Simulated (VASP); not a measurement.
# Nb (I4/mmm) in VASP: a series of runs

Runs on Nb. Level: PBE. Tasks: electric field gradients.

Everything below comes from runs of VASP 6.6.1. Logs are shortened: lines on timing, memory, paths and dates and some standing lists are left out, and cuts for length are marked.

### Step 1. The cell of the first run

The structure is tetragonal, space group I4/mmm (No. 139). Conventional cell: a = 3.345 Å, b = 3.345 Å, c = 3.295 Å, α = 90.00°, β = 90.00°, γ = 90.00°. Nb (site symmetry 4/mmm) has 14 Nb at 2.88 to 3.34 Å within 3.8 Å.

### Step 2. Electric field gradients, PBE (z stretched by -1 % at fixed volume)

Input file INCAR:

```
ALGO = Normal ; EDIFF = 1E-8
ENCUT = 400 ; GGA = PE
GGA_COMPAT = False ; ISIF = 2
ISMEAR = -1 ; LASPH = True
LCHARG = False ; LEFG = True
LREAL = False ; LWAVE = False
NBANDS = 12 ; NELM = 120
PREC = Accurate ; SIGMA = 0.05
```

Input file KPOINTS:

```
k-points
0
Gamma
  14 14 14
```

Input file POSCAR:

```
Nb
1.0
   -1.6723326728      1.6723326728      1.6473105000
    1.6723326728     -1.6723326728      1.6473105000
    1.6723326728      1.6723326728     -1.6473105000
Nb
1
Direct
    0.0000000000      0.0000000000      0.0000000000
```

Potentials or basis: VASP PAW PBE potentials, release 64 (Nb_sv).

Launch:

```bash
$ cat potpaw_PBE.64/Nb_sv/POTCAR > POTCAR
$ mpirun -np 1 vasp_std > vasp.out
```

OUTCAR:

```text
EDIFF = 1E-8
   ENCUT = 400
   GGA = PE
   ISIF = 2
   ISMEAR = -1
   LASPH = True
   LREAL = False
   NELM = 120
   PREC = Accurate

 ion  position               nearest neighbor table
   1  0.000  0.000  0.000-

  LATTYP: Found a body centered tetragonal cell.
 ALAT       =     3.3446653456
 C/A-ratio  =     0.9850375627

  Lattice vectors:

 A1 = (  -1.6723326728,   1.6723326728,   1.6473105000)
 A2 = (   1.6723326728,  -1.6723326728,   1.6473105000)
 A3 = (   1.6723326728,   1.6723326728,  -1.6473105000)

Analysis of symmetry for initial positions (statically):
=====================================================================
 Subroutine PRICEL returns:
 Original cell was already a primitive cell.

 Routine SETGRP: Setting up the symmetry group for a
 body centered tetragonal supercell.

 Subroutine GETGRP returns: Found 16 space group operations
 (whereof 16 operations were pure point group operations)
 out of a pool of 16 trial point group operations.

The static configuration has the point symmetry D_4h.

Analysis of symmetry for dynamics (positions and initial velocities):
=====================================================================
 Subroutine PRICEL returns:
 Original cell was already a primitive cell.

 Routine SETGRP: Setting up the symmetry group for a
 body centered tetragonal supercell.

 Subroutine GETGRP returns: Found 16 space group operations
 (whereof 16 operations were pure point group operations)
 out of a pool of 16 trial point group operations.

The dynamic configuration has the point symmetry D_4h.

 Subroutine INISYM returns: Found 16 space group operations
 (whereof 16 operations are pure point group operations),
 and found     1 'primitive' translations

----------------------------------------------------------------------------------------

                                     Primitive cell

  volume of cell :      18.4281

  direct lattice vectors                    reciprocal lattice vectors
    -1.672332673  1.672332673  1.647310500     0.000000000  0.298983574  0.303525049
     1.672332673 -1.672332673  1.647310500     0.298983574  0.000000000  0.303525049
     1.672332673  1.672332673 -1.647310500     0.298983574  0.298983574  0.000000000

  length of vectors
     2.882191010  2.882191010  2.882191010     0.426050036  0.426050036  0.422826626

  position of ions in fractional coordinates (direct lattice)
     0.000000000  0.000000000  0.000000000

  ion indices of the primitive-cell ions
   primitive index   ion index
                 1           1

----------------------------------------------------------------------------------------

 KPOINTS: k-points

Automatic generation of k-mesh.
 Grid dimensions read from file:
 generate k-points for:   14   14   14

 Generating k-lattice:

  Cartesian coordinates                     Fractional coordinates (reciprocal lattice)
     0.000000000  0.021355970  0.021680361     0.071428571  0.000000000  0.000000000
     0.021355970  0.000000000  0.021680361     0.000000000  0.071428571  0.000000000
     0.021355970  0.021355970  0.000000000     0.000000000  0.000000000  0.071428571

  Length of vectors
     0.030432145  0.030432145  0.030201902

  Shift w.r.t. Gamma in fractional coordinates (k-lattice)
     0.000000000  0.000000000  0.000000000

 Subroutine IBZKPT returns following result:
 ===========================================

 Found    244 irreducible k-points:

 Following reciprocal coordinates:
            Coordinates               Weight
  0.000000  0.000000  0.000000      1.000000
  0.071429  0.000000  0.000000      8.000000
  0.142857  0.000000 -0.000000      8.000000
  0.214286 -0.000000  0.000000      8.000000
  0.285714  0.000000  0.000000      8.000000
  0.357143 -0.000000  0.000000      8.000000
[... 16 lines left out ...]
  0.214286  0.142857  0.000000     16.000000
  0.285714  0.142857  0.000000     16.000000
 [... further k-points ...]
   k-points           NKPTS =    244   k-points in BZ     NKDIM =    244   number of bands    NBANDS=     12
   number of dos      NEDOS =    301   number of ions     NIONS =      1
   total plane-waves  NPLWV =   8000
   dimension x,y,z NGX =    20 NGY =   20 NGZ =   20
   dimension x,y,z NGXF=    40 NGYF=   40 NGZF=   40
   ions per type =               1
   NGX,Y,Z   is equivalent  to a cutoff of  11.54, 11.54, 11.54 a.u.
   NGXF,Y,Z  is equivalent  to a cutoff of  23.07, 23.07, 23.07 a.u.
 SYSTEM =  unknown system
   PREC   = accura    normal or accurate (medium, high low for compatibility)
   ISTART =      0    job   : 0-new  1-cont  2-samecut
   ICHARG =      2    charge: 1-file 2-atom 10-const
   ISPIN  =      1    spin polarized calculation?
   LNONCOLLINEAR =      F non collinear calculations
   LSORBIT =      F    spin-orbit coupling
   LASPH  =      T    aspherical Exc in radial PAW
   ENCUT  =  400.0 eV  29.40 Ry    5.42 a.u.   4.70  4.70  4.70*2*pi/ulx,y,z
   NELM   =    120;   NELMIN=  2; NELMDL= -5     # of ELM steps
   EDIFF  = 0.1E-07   stopping-criterion for ELM
   LREAL  =      F    real-space projection
   EDIFFG = 0.1E-06   stopping-criterion for IOM
   NSW    =      0    number of steps for IOM
   IBRION =     -1    ionic relax: 0-MD 1-quasi-New 2-CG
   NFREE  =      0    steps in history (QN), initial steepest desc. (CG)
   ISIF   =      2    stress and relaxation
   ISYM   =      2    0-nonsym 1-usesym 2-fastsym
   POTIM  = 0.5000    time-step for ionic-motion
   TEBEG  =    0.0;   TEEND  =   0.0 temperature during run
   PSTRESS=    0.0 pullay stress
   NELECT =      13.0000    total number of electrons
   NUPDOWN=      -1.0000    fix difference up-down
   EMIN   =  10.00;   EMAX   =-10.00  energy-range for DOS
   EFERMI =   0.00;   METHOD = LEGACY
   ISMEAR =    -1;   SIGMA  =   0.05  broadening in eV -4-tet -1-fermi 0-gaus
   EFERMI_NEDOS =   21; number of points for ismear=-14 and -15
   IALGO  =     38    algorithm
   IMIX   =      4    mixing-type and parameters
     AMIX     =   0.40;   BMIX     =  1.00
     AMIX_MAG =   1.60;   BMIX_MAG =  1.00
  volume/ion in A,a.u.               =      18.43       124.36
  Fermi-wavevector in a.u.,A,eV,Ry     =   1.457345  2.753983 28.896790  2.123854
  Thomas-Fermi vector in A             =   2.574157
   LORBIT       =      0    0 simple, 1 ext, 2 COOP (PROOUT), +10 PAW based schemes
   GGA     = PE    functional components
   LHFCALC =     F    Hartree Fock is set to
   AEXX    =    0.0000 exact exchange contribution
   IVDW    =     0    specifies the selected vdW correction
   LEPSILON=     F    determine dielectric tensor
   LRPA    =     F    only Hartree local field effects (RPA)
 non-spin polarized calculation
  energy-cutoff  :      400.00
  volume of cell :       18.43
 maximum number of plane-waves:       362
   NGX =  9   NGY =  9   NGZ =  9

 number of electron      13.0000003 magnetization

 Free energy of the ion-electron system (eV)
  ---------------------------------------------------
  ext. energy  EPLUGINS =         0.00000000
  ---------------------------------------------------
  free energy    TOTEN  =       -10.21299925 eV

  energy without entropy =      -10.19868335  energy(sigma->0) =      -10.20584130

 E-fermi :  10.8735     XC(G=0): -12.3827

 val. band max:       10.8724737275   @ k =   0.2857   0.0000   0.0000
 cond. band min:      10.8773324687   @ k =  -0.4286   0.2857   0.0714
 fundamental gap:      0.0048587412
 Fermi energy:        10.8735115085

 k-point     1 :       0.0000    0.0000    0.0000
  band No.  band energies     occupation
      1     -43.5324      2.00000
      2     -18.8815      2.00000
      3     -18.8815      2.00000
      4     -18.8815      2.00000
      5       4.9832      2.00000
      6      11.1297      0.01184
      7      11.2941      0.00044
      8      11.2941      0.00044
      9      13.9580      0.00000
     10      14.1815      0.00000
     11      24.9358      0.00000
     12      24.9358      0.00000

 k-point     2 :       0.0714    0.0000    0.0000
  band No.  band energies     occupation
      1     -43.5215      2.00000
      2     -18.9488      2.00000
      3     -18.9025      2.00000
      4     -18.8825      2.00000
      5       5.1881      2.00000
      6      11.0670      0.04090
      7      11.2590      0.00090
      8      11.4249      0.00003
      9      13.8801      0.00000
     10      14.0760      0.00000
     11      25.1890      0.00000
     12      25.2937      0.00000

 k-point     3 :       0.1429    0.0000   -0.0000
  band No.  band energies     occupation
      1     -43.4908      2.00000
      2     -19.1342      2.00000
      3     -18.9602      2.00000
      4     -18.8849      2.00000
      5       5.7598      2.00000
      6      10.7465      1.85371
      7      11.1030      0.02010
      8      11.9866      0.00000
      9      13.6146      0.00000
     10      14.0571      0.00000
     11      25.5509      0.00000
     12      26.3140      0.00000

 k-point     4 :       0.2143   -0.0000    0.0000
  band No.  band energies     occupation
      1     -43.4461      2.00000
      2     -19.3945      2.00000
      3     -19.0426      2.00000
      4     -18.8883      2.00000
      5       6.5382      2.00000
      6      10.3126      1.99997
      7      10.8457      1.27130
      8      12.9022      0.00000
      9      13.5535      0.00000
     10      14.1326      0.00000
     11      25.4789      0.00000
     12      26.9139      0.00000

 k-point     5 :       0.2857    0.0000    0.0000
  band No.  band energies     occupation
      1     -43.3960      2.00000
      2     -19.6740      2.00000
      3     -19.1326      2.00000
      4     -18.8920      2.00000
      5       7.1821      2.00000
      6       9.8795      2.00000
      7      10.8725      1.01038
      8      13.7506      0.00000
      9      14.0878      0.00000
     10      14.2905      0.00000
     11      24.6287      0.00000
     12      26.0115      0.00000
[... 228 lines left out ...]
      1     -43.5217      2.00000
      2     -18.9492      2.00000
      3     -18.9015      2.00000
      4     -18.8820      2.00000
      5       5.1845      2.00000
      6      11.1050      0.01933
      7      11.1737      0.00493
      8      11.4873      0.00001
      9      13.7730      0.00000
     10      14.1740      0.00000
     11      25.0994      0.00000
     12      25.3826      0.00000

 k-point    22 :       0.1429    0.1429    0.0000
  band No.  band energies     occupation
      1     -43.4221      2.00000
      2     -19.5060      2.00000
      3     -19.0554      2.00000
      4     -18.9476      2.00000
      5       7.0135      2.00000
      6      10.3158      1.99997
      7      10.3491      1.99994
      8      13.2507      0.00000
      9      13.6183      0.00000
     10      14.4754      0.00000
     11      26.2331      0.00000
     12      26.2952      0.00000

 k-point    23 :       0.2143    0.1429    0.0000
  band No.  band energies     occupation
      1     -43.3768      2.00000
      2     -19.7204      2.00000
      3     -19.1596      2.00000
      4     -18.9657      2.00000
      5       7.6849      2.00000
      6       9.8950      2.00000
      7      10.3053      1.99998
      8      13.3391      0.00000
      9      14.7097      0.00000
     10      14.9318      0.00000
     11      24.9846      0.00000
     12      25.9576      0.00000

 k-point    24 :       0.2857    0.1429    0.0000
  band No.  band energies     occupation
      1     -43.3358      2.00000
      2     -19.9021      2.00000
      3     -19.2664      2.00000
      4     -18.9743      2.00000
      5       7.9084      2.00000
      6       9.5873      2.00000
      7      10.7827      1.72038
      8      13.6295      0.00000
      9      14.9017      0.00000
     10      16.3401      0.00000
     11      23.7234      0.00000
     12      24.7234      0.00000

 [... further k-points ...]
[... 5 lines left out ...]
  --------------------------------------------------------------------------------------
  -------------------------------------------------------------------------------------
  Total       -0.4302021     -0.4302021     -0.2412047      0.0000000     -0.0000000      0.0000000
  in kB      -37.4026446    -37.4026446    -20.9708243      0.0000000     -0.0000000      0.0000000
  external PRESSURE =     -31.9253711 kB  Pullay stress =       0.0000000 kB

 VOLUME and BASIS-vectors are now :
 -----------------------------------------------------------------------------
  energy-cutoff  :      400.00
  volume of cell :       18.43
      direct lattice vectors                 reciprocal lattice vectors
    -1.672332673  1.672332673  1.647310500     0.000000000  0.298983574  0.303525049
     1.672332673 -1.672332673  1.647310500     0.298983574  0.000000000  0.303525049
     1.672332673  1.672332673 -1.647310500     0.298983574  0.298983574  0.000000000

 POSITION                                       TOTAL-FORCE (eV/Angst)
 -----------------------------------------------------------------------------------
      0.00000      0.00000      0.00000         0.000000      0.000000     -0.000000
 -----------------------------------------------------------------------------------
    total drift:                                0.000000     -0.000000      0.000000

  FREE ENERGIE OF THE ION-ELECTRON SYSTEM (eV)
  ---------------------------------------------------
  free  energy   TOTEN  =       -10.2129992514 eV

  energy  without entropy=      -10.1986833522  energy(sigma->0) =      -10.20584130

 Electric field gradients (V/A^2)
---------------------------------------------------------------------
 ion       V_xx      V_yy      V_zz      V_xy      V_xz      V_yz
---------------------------------------------------------------------
   1       0.401     0.401    -0.802     0.000     0.000     0.000
---------------------------------------------------------------------

 Electric field gradients after diagonalization (V/A^2)
 (convention: |V_zz| > |V_xx| > |V_yy|)
----------------------------------------------------------------------
 ion       V_xx      V_yy      V_zz     asymmetry (V_yy - V_xx)/ V_zz
----------------------------------------------------------------------
   1       0.401     0.401    -0.802       0.001
----------------------------------------------------------------------

           NMR quadrupolar parameters

 Cq : quadrupolar parameter    Cq=e*Q*V_zz/h
 eta: asymmetry parameters     (V_yy - V_xx)/ V_zz
 Q  : nuclear electric quadrupole moment in mb (millibarn)
----------------------------------------------------------------------
 ion       Cq(MHz)       eta       Q (mb)
----------------------------------------------------------------------
   1      -0.002       0.001       1.000
----------------------------------------------------------------------
```

It took 26 s on 1 thread of Intel Xeon Platinum 8375C at 2.90GHz (Ice Lake), shared host; peak memory 0.15 GiB.

What came out:

| Item | Value |
| --- | --- |
| Free energy | -10.2130 eV |
| Pressure | -3.2 GPa |

Levels at points of the mesh, in eV from the Fermi level:
```tsv
k point	band 4	band 5	band 6	band 7	band 8	band 9
(0.00, 0.00, 0.00)	-29.76	-5.89	0.26	0.42	0.42	3.08
(0.50, 0.00, 0.00)	-29.77	-3.64	-1.66	2.20	3.27	3.93
(0.50, 0.50, 0.00)	-29.76	-3.62	-1.48	2.09	3.07	3.81
(0.50, 0.50, 0.50)	-30.60	-3.62	-3.58	5.42	5.42	5.47
```

Electric field gradients, principal values (V/Å²):
```csv
atom,least,middle,greatest (by size)
1 Nb,0.401,0.401,-0.802
```

Caveat: without QUAD_EFG the Cq values of the log hold for a quadrupole moment of 1 mb, not for the nuclei.

[end of part 1 of 2]
